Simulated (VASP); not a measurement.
# Tb3YPb (P3m1) in VASP: single point with PBE

Aim: the single point of Tb3YPb with PBE.

Program: VASP 6.6.1. These are calculated values, not measurements. Logs are shortened: lines on timing, memory, paths and dates and some standing lists are left out, and cuts for length are marked.

### Step 1. The cell of the first run

The structure is trigonal, space group P3m1 (No. 156). The conventional cell has a = 5.317 Å, b = 5.317 Å, c = 6.644 Å, α = 90.00°, β = 90.00°, γ = 120.00°. Within 4.0 Å of Tb (site symmetry 3m) lie 3 Y at 3.08 Å and 3 Pb at 3.43 Å and 3 Tb at 3.56 Å. Tb (site symmetry 3m) has 2 Y at 3.22 to 3.43 Å and 3 Pb at 3.42 Å and 6 Tb at 3.56 to 4.31 Å within 4.4 Å. Tb (site symmetry 3m) has 2 Pb at 3.32 Å and 3 Y at 3.47 Å and 6 Tb at 3.56 Å within 4.4 Å. Within 4.0 Å of Y (site symmetry 3m) lie 8 Tb at 3.08 to 3.47 Å and 3 Pb at 3.51 Å. Within 4.4 Å of Pb (site symmetry 3m) lie 8 Tb at 3.32 to 3.43 Å and 3 Y at 3.51 Å.

The cell was built from a structure type or drawn by symmetry, and may not be a known phase.

### Step 2. Single point, PBE

Contents of INCAR:

```
ALGO = Normal ; EDIFF = 1E-6
ENCUT = 500 ; GGA = PE
GGA_COMPAT = False ; ISIF = 2
ISMEAR = 0 ; LASPH = True
LCHARG = False ; LMAXMIX = 6
LREAL = False ; LWAVE = False
NBANDS = 34 ; NELM = 200
PREC = Accurate ; SIGMA = 0.2
```

Contents of KPOINTS:

```
k-points
0
Gamma
  4 4 2
```

Contents of POSCAR:

```
Tb3YPb
1.0
    5.3173685726      0.0000000031      0.0000000000
   -2.6586842890      4.6049762636      0.0000000000
    0.0000000000      0.0000000000      6.6435734063
Tb Y Pb
3 1 1
Direct
    0.0000000000      0.0000000000     -0.0772791235
    0.3333333333      0.6666666667      0.3791026197
    0.6666666667      0.3333333333      0.6514199651
    0.3333333333      0.6666666667      0.8950378279
    0.6666666667      0.3333333333      0.1517187107
```

Potentials or basis: VASP PAW PBE potentials, release 64 (Tb_3, Y_sv, Pb_d), 4f in core.

Command:

```
> cat potpaw_PBE.64/Tb_3/POTCAR potpaw_PBE.64/Y_sv/POTCAR potpaw_PBE.64/Pb_d/POTCAR > POTCAR
> mpirun -np 1 vasp_std > vasp.out
```

OUTCAR:

```text
EDIFF = 1E-6
   ENCUT = 500
   GGA = PE
   ISIF = 2
   ISMEAR = 0
   LASPH = True
   LREAL = False
   NELM = 200
   PREC = Accurate

 ion  position               nearest neighbor table
   1  0.000  0.000  0.923-   4 3.08   4 3.08   4 3.08   5 3.43   5 3.43   5 3.43   3 3.56   3 3.56
                             3 3.56
   2  0.333  0.667  0.379-   4 3.22   5 3.42   5 3.42   5 3.42   4 3.43   3 3.56   3 3.56   3 3.56

   3  0.667  0.333  0.651-   5 3.32   5 3.32   4 3.47   4 3.47   4 3.47   1 3.56   1 3.56   1 3.56
                             2 3.56   2 3.56   2 3.56
   4  0.333  0.667  0.895-   1 3.08   1 3.08   1 3.08   2 3.22   2 3.43   3 3.47   3 3.47   3 3.47
                             5 3.51   5 3.51   5 3.51
   5  0.667  0.333  0.152-   3 3.32   3 3.32   2 3.42   2 3.42   2 3.42   1 3.43   1 3.43   1 3.43
                             4 3.51   4 3.51   4 3.51

  LATTYP: Found a hexagonal cell.
 ALAT       =     5.3173685726
 C/A-ratio  =     1.2494099883

  Lattice vectors:

 A1 = (   5.3173685726,   0.0000000031,   0.0000000000)
 A2 = (  -2.6586842890,   4.6049762636,   0.0000000000)
 A3 = (   0.0000000000,   0.0000000000,   6.6435734063)

Analysis of symmetry for initial positions (statically):
=====================================================================
 Subroutine PRICEL returns:
 Original cell was already a primitive cell.

 Routine SETGRP: Setting up the symmetry group for a
 hexagonal supercell.

 Subroutine GETGRP returns: Found  6 space group operations
 (whereof  6 operations were pure point group operations)
 out of a pool of 24 trial point group operations.

The static configuration has the point symmetry C_3v.

Analysis of symmetry for dynamics (positions and initial velocities):
=====================================================================
 Subroutine PRICEL returns:
 Original cell was already a primitive cell.

 Routine SETGRP: Setting up the symmetry group for a
 hexagonal supercell.

 Subroutine GETGRP returns: Found  6 space group operations
 (whereof  6 operations were pure point group operations)
 out of a pool of 24 trial point group operations.

The dynamic configuration has the point symmetry C_3v.

 Subroutine INISYM returns: Found  6 space group operations
 (whereof  6 operations are pure point group operations),
 and found     1 'primitive' translations

----------------------------------------------------------------------------------------

                                     Primitive cell

  volume of cell :     162.6769

  direct lattice vectors                    reciprocal lattice vectors
     5.317368573  0.000000003  0.000000000     0.188062946  0.108578193  0.000000000
    -2.658684289  4.604976264  0.000000000    -0.000000000  0.217156385  0.000000000
     0.000000000  0.000000000  6.643573406     0.000000000  0.000000000  0.150521404

  length of vectors
     5.317368573  5.317368573  6.643573406     0.217156385  0.217156385  0.150521404

  position of ions in fractional coordinates (direct lattice)
     0.000000000  0.000000000  0.922720877
     0.333333333  0.666666667  0.379102620
     0.666666667  0.333333333  0.651419965
     0.333333333  0.666666667  0.895037828
     0.666666667  0.333333333  0.151718711

  ion indices of the primitive-cell ions
   primitive index   ion index
                 1           1
                 2           2
                 3           3
                 4           4
                 5           5

----------------------------------------------------------------------------------------

 KPOINTS: k-points

Automatic generation of k-mesh.
 Grid dimensions read from file:
 generate k-points for:    4    4    2

 Generating k-lattice:

  Cartesian coordinates                     Fractional coordinates (reciprocal lattice)
     0.047015737  0.027144548  0.000000000     0.250000000  0.000000000  0.000000000
    -0.000000000  0.054289096  0.000000000     0.000000000  0.250000000  0.000000000
     0.000000000  0.000000000  0.075260702     0.000000000  0.000000000  0.500000000

  Length of vectors
     0.054289096  0.054289096  0.075260702

  Shift w.r.t. Gamma in fractional coordinates (k-lattice)
     0.000000000  0.000000000  0.000000000

 Subroutine IBZKPT returns following result:
 ===========================================

 Found      8 irreducible k-points:

 Following reciprocal coordinates:
            Coordinates               Weight
  0.000000  0.000000  0.000000      1.000000
  0.250000 -0.000000  0.000000      6.000000
  0.500000 -0.000000  0.000000      3.000000
  0.250000  0.250000  0.000000      6.000000
  0.000000  0.000000  0.500000      1.000000
  0.250000 -0.000000  0.500000      6.000000
  0.500000 -0.000000  0.500000      3.000000
  0.250000  0.250000  0.500000      6.000000
   k-points           NKPTS =      8   k-points in BZ     NKDIM =      8   number of bands    NBANDS=     34
   number of dos      NEDOS =    301   number of ions     NIONS =      5
   total plane-waves  NPLWV =  76800
   dimension x,y,z NGX =    40 NGY =   40 NGZ =   48
   dimension x,y,z NGXF=    80 NGYF=   80 NGZF=   96
   ions per type =               3   1   1
   NGX,Y,Z   is equivalent  to a cutoff of  12.51, 12.51, 12.01 a.u.
   NGXF,Y,Z  is equivalent  to a cutoff of  25.01, 25.01, 24.02 a.u.
 SYSTEM =  unknown system
   PREC   = accura    normal or accurate (medium, high low for compatibility)
   ISTART =      0    job   : 0-new  1-cont  2-samecut
   ICHARG =      2    charge: 1-file 2-atom 10-const
   ISPIN  =      1    spin polarized calculation?
   LNONCOLLINEAR =      F non collinear calculations
   LSORBIT =      F    spin-orbit coupling
   LASPH  =      T    aspherical Exc in radial PAW
   ENCUT  =  500.0 eV  36.75 Ry    6.06 a.u.   9.69  9.69 12.11*2*pi/ulx,y,z
   NELM   =    200;   NELMIN=  2; NELMDL= -5     # of ELM steps
   EDIFF  = 0.1E-05   stopping-criterion for ELM
   LREAL  =      F    real-space projection
   EDIFFG = 0.1E-04   stopping-criterion for IOM
   NSW    =      0    number of steps for IOM
   IBRION =     -1    ionic relax: 0-MD 1-quasi-New 2-CG
   NFREE  =      0    steps in history (QN), initial steepest desc. (CG)
   ISIF   =      2    stress and relaxation
   ISYM   =      2    0-nonsym 1-usesym 2-fastsym
   POTIM  = 0.5000    time-step for ionic-motion
   TEBEG  =    0.0;   TEEND  =   0.0 temperature during run
   PSTRESS=    0.0 pullay stress
   NELECT =      52.0000    total number of electrons
   NUPDOWN=      -1.0000    fix difference up-down
   EMIN   =  10.00;   EMAX   =-10.00  energy-range for DOS
   EFERMI =   0.00;   METHOD = LEGACY
   ISMEAR =     0;   SIGMA  =   0.20  broadening in eV -4-tet -1-fermi 0-gaus
   EFERMI_NEDOS =   21; number of points for ismear=-14 and -15
   IALGO  =     38    algorithm
   IMIX   =      4    mixing-type and parameters
     AMIX     =   0.40;   BMIX     =  1.00
     AMIX_MAG =   1.60;   BMIX_MAG =  1.00
  volume/ion in A,a.u.               =      32.54       219.56
  Fermi-wavevector in a.u.,A,eV,Ry     =   1.119354  2.115272 17.047454  1.252953
  Thomas-Fermi vector in A             =   2.255992
   LORBIT       =      0    0 simple, 1 ext, 2 COOP (PROOUT), +10 PAW based schemes
   GGA     = PE    functional components
   LHFCALC =     F    Hartree Fock is set to
   AEXX    =    0.0000 exact exchange contribution
   IVDW    =     0    specifies the selected vdW correction
   LEPSILON=     F    determine dielectric tensor
   LRPA    =     F    only Hartree local field effects (RPA)
 non-spin polarized calculation
 Gauss-broadening in eV      SIGMA  =   0.20
  energy-cutoff  :      500.00
  volume of cell :      162.68
 maximum number of plane-waves:      4153
 NGX is ok and might be reduce to    40
   NGX = 19   NGY = 19   NGZ = 25

 number of electron      52.0000006 magnetization

 Free energy of the ion-electron system (eV)
  ---------------------------------------------------
  ext. energy  EPLUGINS =         0.00000000
  ---------------------------------------------------
  free energy    TOTEN  =       -23.35808246 eV

  energy without entropy =      -23.27231616  energy(sigma->0) =      -23.31519931

 E-fermi :   3.6946     XC(G=0):  -9.6115

 val. band max:        3.6823499806   @ k =   0.5000  -0.0000   0.0000
 cond. band min:       3.7393812428   @ k =   0.0000   0.0000   0.0000
 fundamental gap:      0.0570312622
 Fermi energy:         3.6946488282

 k-point     1 :       0.0000    0.0000    0.0000
  band No.  band energies     occupation
      1     -38.5608      2.00000
      2     -19.6799      2.00000
      3     -19.6546      2.00000
      4     -19.6546      2.00000
      5     -19.2324      2.00000
      6     -19.2324      2.00000
[... 26 lines left out ...]
     33       5.9349      0.00000
     34       6.1606      0.00000

 k-point     2 :       0.2500   -0.0000    0.0000
  band No.  band energies     occupation
      1     -38.5613      2.00000
      2     -19.6878      2.00000
      3     -19.6602      2.00000
      4     -19.6583      2.00000
      5     -19.2997      2.00000
      6     -19.2078      2.00000
[... 26 lines left out ...]
     33       6.2048      0.00000
     34       6.4651      0.00000

 k-point     3 :       0.5000   -0.0000    0.0000
  band No.  band energies     occupation
      1     -38.5618      2.00000
      2     -19.6925      2.00000
      3     -19.6664      2.00000
      4     -19.6620      2.00000
      5     -19.3498      2.00000
      6     -19.1668      2.00000
[... 26 lines left out ...]
     33       6.0471      0.00000
     34       6.0811      0.00000

 k-point     4 :       0.2500    0.2500    0.0000
  band No.  band energies     occupation
      1     -38.5618      2.00000
      2     -19.6918      2.00000
      3     -19.6653      2.00000
      4     -19.6600      2.00000
      5     -19.3736      2.00000
      6     -19.1163      2.00000
[... 26 lines left out ...]
     33       6.1990      0.00000
     34       6.3758      0.00000

 k-point     5 :       0.0000    0.0000    0.5000
  band No.  band energies     occupation
      1     -38.5610      2.00000
      2     -19.6517      2.00000
      3     -19.6517      2.00000
      4     -19.5951      2.00000
      5     -19.2340      2.00000
      6     -19.2340      2.00000
[... 26 lines left out ...]
     33       5.8908      0.00000
     34       6.1039      0.00000

 k-point     6 :       0.2500   -0.0000    0.5000
  band No.  band energies     occupation
      1     -38.5615      2.00000
      2     -19.6575      2.00000
      3     -19.6546      2.00000
      4     -19.5972      2.00000
      5     -19.3076      2.00000
      6     -19.2138      2.00000
[... 26 lines left out ...]
     33       5.7878      0.00000
     34       6.0558      0.00000

 k-point     7 :       0.5000   -0.0000    0.5000
  band No.  band energies     occupation
      1     -38.5620      2.00000
      2     -19.6652      2.00000
      3     -19.6575      2.00000
      4     -19.5994      2.00000
      5     -19.3627      2.00000
      6     -19.1677      2.00000
[... 26 lines left out ...]
     33       5.6715      0.00000
     34       6.1673      0.00000

 k-point     8 :       0.2500    0.2500    0.5000
  band No.  band energies     occupation
      1     -38.5620      2.00000
      2     -19.6640      2.00000
      3     -19.6600      2.00000
      4     -19.6004      2.00000
      5     -19.3737      2.00000
      6     -19.1186      2.00000
[... 26 lines left out ...]
     33       5.3963      0.00000
     34       6.0615      0.00000

------------------------ aborting loop because EDIFF is reached ----------------------------------------

  FORCE on cell =-STRESS in cart. coord.  units (eV):
  Direction    XX          YY          ZZ          XY          YZ          ZX
  --------------------------------------------------------------------------------------
  -------------------------------------------------------------------------------------
  Total        0.5076979      0.5076979      0.2760831     -0.0000000      0.0000000      0.0000000
  in kB        5.0002307      5.0002307      2.7190960     -0.0000000      0.0000000      0.0000000
  external PRESSURE =       4.2398525 kB  Pullay stress =       0.0000000 kB

 VOLUME and BASIS-vectors are now :
 -----------------------------------------------------------------------------
  energy-cutoff  :      500.00
  volume of cell :      162.68
      direct lattice vectors                 reciprocal lattice vectors
     5.317368573  0.000000003  0.000000000     0.188062946  0.108578193  0.000000000
    -2.658684289  4.604976264  0.000000000    -0.000000000  0.217156385  0.000000000
     0.000000000  0.000000000  6.643573406     0.000000000  0.000000000  0.150521404

 POSITION                                       TOTAL-FORCE (eV/Angst)
 -----------------------------------------------------------------------------------
      0.00000      0.00000      6.13016         0.000000     -0.000000      0.030177
     -0.00000      3.06998      2.51860         0.000000     -0.000000     -0.034306
      2.65868      1.53499      4.32776         0.000000     -0.000000     -0.037485
     -0.00000      3.06998      5.94625        -0.000000      0.000000      0.036351
      2.65868      1.53499      1.00795        -0.000000     -0.000000      0.005263
 -----------------------------------------------------------------------------------
    total drift:                                0.000000     -0.000000      0.000104

  FREE ENERGIE OF THE ION-ELECTRON SYSTEM (eV)
  ---------------------------------------------------
  free  energy   TOTEN  =       -23.3580824563 eV

  energy  without entropy=      -23.2723161601  energy(sigma->0) =      -23.31519931
```

It took 56 s on 1 thread of Intel Xeon Platinum 8488C (Sapphire Rapids), shared host; peak memory 0.29 GiB.

Results:

* Free energy: -23.3581 eV
* Pressure: 0.4 GPa
* Largest force: 0.037 eV/Å
* Band gap on the k mesh: zero (bands 26 and 27 overlap by 0.58 eV)

Forces in eV/Å, atoms in the order of the input:
```
Tb   0.000  0.000  0.030
Tb   0.000  0.000 -0.034
Tb   0.000  0.000 -0.037
Y    0.000  0.000  0.036
Pb   0.000  0.000  0.005
```

Caveat: the k points lie up to 0.47 Å⁻¹ apart, too coarse for converged energies and pressures of a metal; spin-orbit coupling is left out, which moves the levels of the heavy elements; the 4f electrons are frozen in the core, so they carry no moment and show no levels. Spin polarisation is off, so any magnetic state and its effect on volume and gap are missing.
